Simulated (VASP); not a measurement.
A run of VASP 6.6.1 is set up as follows.

File INCAR:

```
ALGO     = Normal         # electronic algorithm
EDIFF    = 1E-6           # SCF threshold, eV
ENCUT    = 500            # plane-wave cutoff, eV
GGA      = CA             # functional
GGA_COMPAT= False        
ISIF     = 2              # what is computed and relaxed
ISMEAR   = 0              # smearing method
LASPH    = True           # aspherical terms in the spheres
LCHARG   = False          # write CHGCAR
LREAL    = False          # projectors in reciprocal space
LWAVE    = False          # write WAVECAR
NBANDS   = 15             # bands
NELM     = 120            # most SCF steps
PREC     = Accurate       # precision mode
SIGMA    = 0.1            # smearing width, eV
```

File KPOINTS:

```
k-points
0
Gamma
  6 6 6
```

The input POSCAR:

```
HfB2
1.0
    3.1326790800      0.0000000000      0.0000000000
   -1.5663395400      2.7129796700      0.0000000000
    0.0000000000      0.0000000000      3.4792139900
Hf B
1 2
Direct
    0.0000000000      0.0000000000      0.0000000000
    0.3333333300      0.6666666700      0.5000000000
    0.6666666700      0.3333333300      0.5000000000
```

Potentials or basis: VASP PAW LDA potentials, release 64 (Hf_pv, B).

Run with:

```console
$ cat potpaw_LDA.64/Hf_pv/POTCAR potpaw_LDA.64/B/POTCAR > POTCAR
$ mpirun -np 1 vasp_std > vasp.out
```

Task: What does it give for the band gap on the k mesh?

Result: Zero (bands 8 and 9 overlap by 1.16 eV).

Task: What does it give for the pressure?

Result: -8.3 GPa.

Stress tensor (GPa, compression positive):
```
 -7.12   0.00   0.00
  0.00  -7.12   0.00
  0.00   0.00 -10.55
```

Caveat: the k points lie up to 0.39 Å⁻¹ apart, too coarse for converged energies and pressures of a metal; spin-orbit coupling is left out, which moves the levels of the heavy elements.
